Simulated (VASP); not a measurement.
# BeTe (F-43m) in VASP: further runs

The runs below take BeTe through single point, with PBE.

Program: VASP 6.6.1. These are calculated values, not measurements. Logs are shortened: lines on timing, memory, paths and dates and some standing lists are left out, and cuts for length are marked.

### 1 The cell of the first run

Symmetry: F-43m, No. 216, cubic system. The conventional cell has a = 5.446 Å, b = 5.446 Å, c = 5.446 Å, α = 90.00°, β = 90.00°, γ = 90.00°. Be (site symmetry -43m) has 4 Te at 2.36 Å within 3.1 Å. Te (site symmetry -43m) has 4 Be at 2.36 Å within 3.1 Å.

### 2 Single point, PBE (volume scaled by 0.95)

Contents of INCAR:

```
SYSTEM = BeTe
PREC     = Accurate       ! precision mode
ENCUT    = 520            ! plane-wave cutoff, eV
EDIFF    = 1E-7           ! SCF threshold, eV
ISMEAR   = -1             ! smearing method
SIGMA    = 0.05           ! smearing width, eV
LREAL    = .FALSE.        ! projectors in reciprocal space
LASPH    = .TRUE.         ! aspherical terms in the spheres
NELM     = 100            ! most SCF steps
ALGO     = Normal         ! electronic algorithm
ISIF     = 2              ! what is computed and relaxed
LWAVE    = .FALSE.        ! write WAVECAR
LCHARG   = .TRUE.         ! write CHGCAR
GGA      = PE             ! functional
LELF     = .TRUE.         ! ELF
LVHAR    = .TRUE.       
NBANDS   = 11             ! bands
```

Contents of KPOINTS:

```
regular mesh
0
G
  11 11 11
  0 0 0
```

Contents of POSCAR:

```
BeTe
1.0
    0.0000000000      2.7230417758      2.7230417758
    2.7230417758      0.0000000000      2.7230417758
    2.7230417758      2.7230417758      0.0000000000
Be Te
1 1
Direct
    0.0000000000      0.0000000000      0.0000000000
    0.7500000000      0.7500000000      0.7500000000
```

Potentials or basis: VASP PAW PBE potentials, release 64 (Be, Te).

The run is started by

```bash
$ cat potpaw_PBE.64/Be/POTCAR potpaw_PBE.64/Te/POTCAR > POTCAR
$ mpirun -np 1 vasp_std > vasp.out
```

OUTCAR:

```text
SYSTEM = BeTe
   PREC = Accurate
   ENCUT = 520
   EDIFF = 1E-7
   ISMEAR = -1
   LREAL = .FALSE.
   LASPH = .TRUE.
   NELM = 100
   ISIF = 2
   GGA = PE

 ion  position               nearest neighbor table
   1  0.000  0.000  0.000-   2 2.36   2 2.36   2 2.36   2 2.36
   2  0.750  0.750  0.750-   1 2.36   1 2.36   1 2.36   1 2.36

  LATTYP: Found a face centered cubic cell.
 ALAT       =     5.4460835516

  Lattice vectors:

 A1 = (   0.0000000000,   2.7230417758,   2.7230417758)
 A2 = (   2.7230417758,   0.0000000000,   2.7230417758)
 A3 = (   2.7230417758,   2.7230417758,   0.0000000000)

Analysis of symmetry for initial positions (statically):
=====================================================================
 Subroutine PRICEL returns:
 Original cell was already a primitive cell.

 Routine SETGRP: Setting up the symmetry group for a
 face centered cubic supercell.

 Subroutine GETGRP returns: Found 24 space group operations
 (whereof 24 operations were pure point group operations)
 out of a pool of 48 trial point group operations.

The static configuration has the point symmetry T_d .

Analysis of symmetry for dynamics (positions and initial velocities):
=====================================================================
 Subroutine PRICEL returns:
 Original cell was already a primitive cell.

 Routine SETGRP: Setting up the symmetry group for a
 face centered cubic supercell.

 Subroutine GETGRP returns: Found 24 space group operations
 (whereof 24 operations were pure point group operations)
 out of a pool of 48 trial point group operations.

The dynamic configuration has the point symmetry T_d .

 Subroutine INISYM returns: Found 24 space group operations
 (whereof 24 operations are pure point group operations),
 and found     1 'primitive' translations

----------------------------------------------------------------------------------------

                                     Primitive cell

  volume of cell :      40.3825

  direct lattice vectors                    reciprocal lattice vectors
     0.000000000  2.723041776  2.723041776    -0.183618189  0.183618189  0.183618189
     2.723041776  0.000000000  2.723041776     0.183618189 -0.183618189  0.183618189
     2.723041776  2.723041776  0.000000000     0.183618189  0.183618189 -0.183618189

  length of vectors
     3.850962610  3.850962610  3.850962610     0.318036033  0.318036033  0.318036033

  position of ions in fractional coordinates (direct lattice)
     0.000000000  0.000000000  0.000000000
     0.750000000  0.750000000  0.750000000

  ion indices of the primitive-cell ions
   primitive index   ion index
                 1           1
                 2           2

----------------------------------------------------------------------------------------

 KPOINTS: regular mesh

Automatic generation of k-mesh.
 Grid dimensions read from file:
 generate k-points for:   11   11   11

 Generating k-lattice:

  Cartesian coordinates                     Fractional coordinates (reciprocal lattice)
    -0.016692563  0.016692563  0.016692563     0.090909091  0.000000000  0.000000000
     0.016692563 -0.016692563  0.016692563     0.000000000  0.090909091  0.000000000
     0.016692563  0.016692563 -0.016692563     0.000000000  0.000000000  0.090909091

  Length of vectors
     0.028912367  0.028912367  0.028912367

  Shift w.r.t. Gamma in fractional coordinates (k-lattice)
     0.000000000  0.000000000  0.000000000

 Subroutine IBZKPT returns following result:
 ===========================================

 Found     56 irreducible k-points:

 Following reciprocal coordinates:
            Coordinates               Weight
  0.000000  0.000000  0.000000      1.000000
  0.090909  0.000000  0.000000      8.000000
  0.181818  0.000000  0.000000      8.000000
  0.272727  0.000000  0.000000      8.000000
  0.363636  0.000000  0.000000      8.000000
  0.454545  0.000000  0.000000      8.000000
[... 16 lines left out ...]
 -0.272727  0.181818  0.000000     24.000000
 -0.181818  0.181818  0.000000     12.000000
 [... further k-points ...]
   k-points           NKPTS =     56   k-points in BZ     NKDIM =     56   number of bands    NBANDS=     11
   number of dos      NEDOS =    301   number of ions     NIONS =      2
   total plane-waves  NPLWV =  27000
   dimension x,y,z NGX =    30 NGY =   30 NGZ =   30
   dimension x,y,z NGXF=    60 NGYF=   60 NGZF=   60
   ions per type =               1   1
   NGX,Y,Z   is equivalent  to a cutoff of  12.95, 12.95, 12.95 a.u.
   NGXF,Y,Z  is equivalent  to a cutoff of  25.90, 25.90, 25.90 a.u.
 SYSTEM =  BeTe
   PREC   = accura    normal or accurate (medium, high low for compatibility)
   ISTART =      0    job   : 0-new  1-cont  2-samecut
   ICHARG =      2    charge: 1-file 2-atom 10-const
   ISPIN  =      1    spin polarized calculation?
   LNONCOLLINEAR =      F non collinear calculations
   LSORBIT =      F    spin-orbit coupling
   LASPH  =      T    aspherical Exc in radial PAW
   ENCUT  =  520.0 eV  38.22 Ry    6.18 a.u.   7.16  7.16  7.16*2*pi/ulx,y,z
   NELM   =    100;   NELMIN=  2; NELMDL= -5     # of ELM steps
   EDIFF  = 0.1E-06   stopping-criterion for ELM
   LREAL  =      F    real-space projection
   EDIFFG = 0.1E-05   stopping-criterion for IOM
   NSW    =      0    number of steps for IOM
   IBRION =     -1    ionic relax: 0-MD 1-quasi-New 2-CG
   NFREE  =      0    steps in history (QN), initial steepest desc. (CG)
   ISIF   =      2    stress and relaxation
   ISYM   =      2    0-nonsym 1-usesym 2-fastsym
   POTIM  = 0.5000    time-step for ionic-motion
   TEBEG  =    0.0;   TEEND  =   0.0 temperature during run
   PSTRESS=    0.0 pullay stress
   NELECT =       8.0000    total number of electrons
   NUPDOWN=      -1.0000    fix difference up-down
   EMIN   =  10.00;   EMAX   =-10.00  energy-range for DOS
   EFERMI =   0.00;   METHOD = LEGACY
   ISMEAR =    -1;   SIGMA  =   0.05  broadening in eV -4-tet -1-fermi 0-gaus
   EFERMI_NEDOS =   21; number of points for ismear=-14 and -15
   IALGO  =     38    algorithm
   IMIX   =      4    mixing-type and parameters
     AMIX     =   0.40;   BMIX     =  1.00
     AMIX_MAG =   1.60;   BMIX_MAG =  1.00
  volume/ion in A,a.u.               =      20.19       136.26
  Fermi-wavevector in a.u.,A,eV,Ry     =   0.954349  1.803458 12.391940  0.910782
  Thomas-Fermi vector in A             =   2.083087
   LORBIT       =      0    0 simple, 1 ext, 2 COOP (PROOUT), +10 PAW based schemes
   GGA     = PE    functional components
   LHFCALC =     F    Hartree Fock is set to
   AEXX    =    0.0000 exact exchange contribution
   IVDW    =     0    specifies the selected vdW correction
   LEPSILON=     F    determine dielectric tensor
   LRPA    =     F    only Hartree local field effects (RPA)
 non-spin polarized calculation
  energy-cutoff  :      520.00
  volume of cell :       40.38
 maximum number of plane-waves:      1105
 NGX is ok and might be reduce to    30
   NGX = 15   NGY = 15   NGZ = 15

 number of electron       8.0000000 magnetization

 Free energy of the ion-electron system (eV)
  ---------------------------------------------------
  ext. energy  EPLUGINS =         0.00000000
  ---------------------------------------------------
  free energy    TOTEN  =        -7.49997075 eV

  energy without entropy =       -7.49997075  energy(sigma->0) =       -7.49997075

 E-fermi :   7.1445     XC(G=0):  -9.4677

 val. band max:        6.2863072024   @ k =   0.0000   0.0000   0.0000
 cond. band min:       8.0210997639   @ k =   0.4545   0.4545   0.0000
 fundamental gap:      1.7347925615
 Fermi energy:         7.1444890216

 k-point     1 :       0.0000    0.0000    0.0000
  band No.  band energies     occupation
      1      -6.7241      2.00000
      2       6.2863      2.00000
      3       6.2863      2.00000
      4       6.2863      2.00000
      5       9.7946      0.00000
      6       9.7946      0.00000
      7       9.7946      0.00000
      8      10.8777      0.00000
      9      14.7368      0.00000
     10      16.7397      0.00000
     11      16.7397      0.00000

 k-point     2 :       0.0909    0.0000    0.0000
  band No.  band energies     occupation
      1      -6.6335      2.00000
      2       5.4095      2.00000
      3       6.1244      2.00000
      4       6.1244      2.00000
      5       9.9477      0.00000
      6      10.0231      0.00000
      7      10.0231      0.00000
      8      11.5401      0.00000
      9      14.9776      0.00000
     10      15.9610      0.00000
     11      15.9610      0.00000

 k-point     3 :       0.1818    0.0000    0.0000
  band No.  band energies     occupation
      1      -6.3703      2.00000
      2       3.8032      2.00000
      3       5.7691      2.00000
      4       5.7691      2.00000
      5       9.9104      0.00000
      6      10.4951      0.00000
      7      10.4951      0.00000
      8      12.9378      0.00000
      9      15.3675      0.00000
     10      15.3675      0.00000
     11      15.3921      0.00000

 k-point     4 :       0.2727    0.0000    0.0000
  band No.  band energies     occupation
      1      -5.9676      2.00000
      2       2.2250      2.00000
      3       5.4062      2.00000
      4       5.4062      2.00000
      5       9.7950      0.00000
      6      10.8235      0.00000
      7      10.8235      0.00000
      8      13.9896      0.00000
      9      15.5058      0.00000
     10      15.5058      0.00000
     11      15.6355      0.00000

 k-point     5 :       0.3636    0.0000    0.0000
  band No.  band energies     occupation
      1      -5.5065      2.00000
      2       0.9358      2.00000
      3       5.1331      2.00000
      4       5.1331      2.00000
      5       9.6981      0.00000
      6      10.8734      0.00000
      7      10.8734      0.00000
      8      14.1578      0.00000
      9      16.4217      0.00000
     10      16.4217      0.00000
     11      16.4870      0.00000
[... 211 lines left out ...]
 k-point    21 :      -0.4545    0.1818    0.0000
  band No.  band energies     occupation
      1      -4.9013      2.00000
      2       0.4121      2.00000
      3       3.3712      2.00000
      4       4.4018      2.00000
      5       9.6342      0.00000
      6      11.8859      0.00000
      7      12.1283      0.00000
      8      14.0847      0.00000
      9      16.1660      0.00000
     10      17.4700      0.00000
     11      18.2805      0.00000

 k-point    22 :      -0.3636    0.1818    0.0000
  band No.  band energies     occupation
      1      -5.0266      2.00000
      2       0.6695      2.00000
      3       3.2043      2.00000
      4       4.6973      2.00000
      5       9.9003      0.00000
      6      11.8221      0.00000
      7      11.8521      0.00000
      8      14.6229      0.00000
      9      15.8532      0.00000
     10      15.9896      0.00000
     11      18.3197      0.00000

 k-point    23 :      -0.2727    0.1818    0.0000
  band No.  band energies     occupation
      1      -5.4053      2.00000
      2       1.5044      2.00000
      3       3.2800      2.00000
      4       5.1132      2.00000
      5      10.2456      0.00000
      6      11.4382      0.00000
      7      11.8767      0.00000
      8      13.4976      0.00000
      9      14.7190      0.00000
     10      16.7567      0.00000
     11      18.8225      0.00000

 k-point    24 :      -0.1818    0.1818    0.0000
  band No.  band energies     occupation
      1      -5.8316      2.00000
      2       2.5086      2.00000
      3       3.7630      2.00000
      4       5.5536      2.00000
      5      10.4960      0.00000
      6      10.8925      0.00000
      7      11.5985      0.00000
      8      12.8365      0.00000
      9      14.3294      0.00000
     10      16.7695      0.00000
     11      17.5945      0.00000

 [... further k-points ...]

------------------------ aborting loop because EDIFF is reached ----------------------------------------

  FORCE on cell =-STRESS in cart. coord.  units (eV):
  Direction    XX          YY          ZZ          XY          YZ          ZX
  --------------------------------------------------------------------------------------
  -------------------------------------------------------------------------------------
  Total        2.1698132      2.1698132      2.1698132     -0.0000000      0.0000000      0.0000000
  in kB       86.0874867     86.0874867     86.0874867     -0.0000000      0.0000000      0.0000000
  external PRESSURE =      86.0874867 kB  Pullay stress =       0.0000000 kB

 VOLUME and BASIS-vectors are now :
 -----------------------------------------------------------------------------
  energy-cutoff  :      520.00
  volume of cell :       40.38
      direct lattice vectors                 reciprocal lattice vectors
     0.000000000  2.723041776  2.723041776    -0.183618189  0.183618189  0.183618189
     2.723041776  0.000000000  2.723041776     0.183618189 -0.183618189  0.183618189
     2.723041776  2.723041776  0.000000000     0.183618189  0.183618189 -0.183618189

 POSITION                                       TOTAL-FORCE (eV/Angst)
 -----------------------------------------------------------------------------------
      0.00000      0.00000      0.00000        -0.000000     -0.000000     -0.000000
      4.08456      4.08456      4.08456         0.000000      0.000000      0.000000
 -----------------------------------------------------------------------------------
    total drift:                               -0.000000     -0.000000     -0.000000

  FREE ENERGIE OF THE ION-ELECTRON SYSTEM (eV)
  ---------------------------------------------------
  free  energy   TOTEN  =        -7.4999707517 eV

  energy  without entropy=       -7.4999707513  energy(sigma->0) =       -7.49997075
```

It took 41 s on 1 thread of AMD EPYC 7R13, shared host; peak memory 0.15 GiB.

Results:

- Free energy: -7.5000 eV
- Pressure: 8.6 GPa
- Band gap on the k mesh: 1.73 eV, indirect (least direct gap 3.51 eV)

Caveat: spin-orbit coupling is left out, which moves the levels of the heavy elements.

### 3 Single point, PBE (volume scaled by 0.975)

Contents of INCAR:

```
SYSTEM = BeTe
PREC = Accurate
ENCUT = 520
EDIFF = 1E-7
ISMEAR = -1
SIGMA = 0.05
LREAL = .FALSE.
LASPH = .TRUE.
NELM = 60
ALGO = Normal
ISIF = 2
LWAVE = .FALSE.
LCHARG = .FALSE.
GGA = PE
NBANDS = 11
```

Contents of KPOINTS:

```
Automatic mesh
0
G
  11 11 11
  0 0 0
```

Contents of POSCAR:

```
BeTe
1.0
    0.0000000000      2.7467215885      2.7467215885
    2.7467215885      0.0000000000      2.7467215885
    2.7467215885      2.7467215885      0.0000000000
Be Te
1 1
Direct
    0.0000000000      0.0000000000      0.0000000000
    0.7500000000      0.7500000000      0.7500000000
```

Potentials or basis: VASP PAW PBE potentials, release 64 (Be, Te).

The run is started by

```bash
$ cat potpaw_PBE.64/Be/POTCAR potpaw_PBE.64/Te/POTCAR > POTCAR
$ mpirun -np 1 vasp_std > vasp.out
```

Run time: 48 s. Hardware: 1 thread of AMD EPYC 7R13, shared host; peak memory 0.15 GiB.

Results (log left out):

```
Free energy            : -7.5496 eV
Pressure               : 6.4 GPa
Band gap on the k mesh : 1.81 eV, indirect (least direct gap 3.54 eV)
```

Levels at points of the mesh, in eV from the valence-band top:
| k point | band 2 | band 3 | band 4 | band 5 | band 6 | band 7 |
| --- | --- | --- | --- | --- | --- | --- |
| (0.00, 0.00, 0.00) | 0.00 | 0.00 | 0.00 | 3.54 | 3.54 | 3.54 |

Caveat: spin-orbit coupling is left out, which moves the levels of the heavy elements. A k mesh can miss the band edges.

### 4 Single point, PBE (volume scaled by 1.025)

Contents of INCAR:

```
SYSTEM = BeTe
ALGO = Normal ; EDIFF = 1E-6
ENCUT = 520 ; GGA = PE
ISIF = 2 ; ISMEAR = -1
LASPH = .TRUE. ; LCHARG = .TRUE.
LELF = .TRUE. ; LREAL = .FALSE.
LVHAR = .TRUE. ; LWAVE = .FALSE.
NBANDS = 11 ; NELM = 60
PREC = Accurate ; SIGMA = 0.05
```

Contents of KPOINTS:

```
k-points
0
G
  11 11 11
  0 0 0
```

Contents of POSCAR:

```
BeTe
1.0
    0.0000000000      2.7928936002      2.7928936002
    2.7928936002      0.0000000000      2.7928936002
    2.7928936002      2.7928936002      0.0000000000
Be Te
1 1
Direct
    0.0000000000      0.0000000000      0.0000000000
    0.7500000000      0.7500000000      0.7500000000
```

Potentials or basis: VASP PAW PBE potentials, release 64 (Be, Te).

The run is started by

```bash
$ cat potpaw_PBE.64/Be/POTCAR potpaw_PBE.64/Te/POTCAR > POTCAR
$ mpirun -np 1 vasp_std > vasp.out
```

OUTCAR:

```text
SYSTEM = BeTe
   EDIFF = 1E-6
   ENCUT = 520
   GGA = PE
   ISIF = 2
   ISMEAR = -1
   LASPH = .TRUE.
   LREAL = .FALSE.
   NELM = 60
   PREC = Accurate

 ion  position               nearest neighbor table
   1  0.000  0.000  0.000-   2 2.42   2 2.42   2 2.42   2 2.42
   2  0.750  0.750  0.750-   1 2.42   1 2.42   1 2.42   1 2.42

  LATTYP: Found a face centered cubic cell.
 ALAT       =     5.5857872004

  Lattice vectors:

 A1 = (   0.0000000000,   2.7928936002,   2.7928936002)
[... 522 lines left out ...]
------------------------ aborting loop because EDIFF is reached ----------------------------------------

  FORCE on cell =-STRESS in cart. coord.  units (eV):
  Direction    XX          YY          ZZ          XY          YZ          ZX
  --------------------------------------------------------------------------------------
  -------------------------------------------------------------------------------------
  Total        0.7374330      0.7374330      0.7374330      0.0000000     -0.0000000      0.0000000
  in kB       27.1168968     27.1168968     27.1168968      0.0000000     -0.0000000      0.0000000
  external PRESSURE =      27.1168968 kB  Pullay stress =       0.0000000 kB

 VOLUME and BASIS-vectors are now :
 -----------------------------------------------------------------------------
  energy-cutoff  :      520.00
  volume of cell :       43.57
      direct lattice vectors                 reciprocal lattice vectors
     0.000000000  2.792893600  2.792893600    -0.179025796  0.179025796  0.179025796
     2.792893600  0.000000000  2.792893600     0.179025796 -0.179025796  0.179025796
     2.792893600  2.792893600  0.000000000     0.179025796  0.179025796 -0.179025796

 POSITION                                       TOTAL-FORCE (eV/Angst)
 -----------------------------------------------------------------------------------
      0.00000      0.00000      0.00000         0.000000      0.000000      0.000000
      4.18934      4.18934      4.18934        -0.000000     -0.000000     -0.000000
 -----------------------------------------------------------------------------------
    total drift:                               -0.000000     -0.000000     -0.000000

  FREE ENERGIE OF THE ION-ELECTRON SYSTEM (eV)
  ---------------------------------------------------
  free  energy   TOTEN  =        -7.6091368162 eV

  energy  without entropy=       -7.6091368162  energy(sigma->0) =       -7.60913682
```

stdout:

```text
POSCAR found type information on POSCAR BeTe
 POSCAR found :  2 types and       2 ions
 scaLAPACK will be used
 LDA part: xc-table for (Slater+PW92), standard interpolation
 POSCAR, INCAR and KPOINTS ok, starting setup
 FFT: planning ... GRIDC
 FFT: planning ... GRID_SOFT
 FFT: planning ... GRID
 WAVECAR not read
 entering main loop
```

Wall time 36 s (1 thread of AMD EPYC 7R13, shared host); peak memory 0.15 GiB.

What came out:

```yaml
Free_energy: -7.6091 eV
Pressure: 2.7 GPa
Band_gap_on_the_k_mesh: 1.94 eV, indirect (least direct gap 3.59 eV)
```

Caveat: spin-orbit coupling is left out, which moves the levels of the heavy elements. A k mesh can miss the band edges.

### 5 Summary

| cell | gap on the mesh (eV) | pressure (GPa) |
| --- | --- | --- |
| a = 3.851 Å, angles 60.0°, 2 atoms | 1.73 | 8.6 |
| a = 3.884 Å, angles 60.0°, 2 atoms | 1.81 | 6.4 |
| a = 3.950 Å, angles 60.0°, 2 atoms | 1.94 | 2.7 |

Alike in all rows: task single point; level PBE; potentials or basis VASP PAW PBE potentials, release 64 (Be, Te); no spin polarisation; k mesh 11 × 11 × 11; cutoff (eV) 520; smearing fermi-dirac 0.05 eV.

Caveats: spin-orbit coupling is left out, which moves the levels of the heavy elements.

Absolute energies hang on the potentials; compare differences alone.
